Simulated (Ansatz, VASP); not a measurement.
# NiO in VASP and in Ansatz

```
CELL_PARAMETERS angstrom
0.00000 2.12936 2.12936
2.12936 0.00000 2.12936
2.12936 2.12936 0.00000
ATOMIC_POSITIONS crystal
Ni 0.00000 0.00000 0.00000
O 0.50000 0.50000 0.50000
```

Change from the starting cell: volume scaled by 1.03.

Alike in both runs: task single point; functional PBE; k mesh 16 × 16 × 16; occupations fermi-dirac, width 0.03 eV; collinear spin.

|  | VASP | Ansatz |
| --- | --- | --- |
| version | VASP 6.6.1 | Ansatz 0.2.0 |
| potentials or method | VASP PAW PBE potentials, release 64 (Ni, O), cutoff 520 eV | all-electron LAPW, scalar-relativistic |

|  | VASP | Ansatz | Ansatz less VASP |
| --- | --- | --- | --- |
| pressure (GPa) | -5.1 | -4.4 | +0.66 |
| net moment per atom (μB) | 0.92 | 0.95 | +0.028 |
| size of the moment on the site where the two differ most (μB) | 1.51 | 1.57 | +0.062 |

Site moments also hang on the region over which each program counts them. Ansatz ran all-electron here, and VASP with PAW potentials.
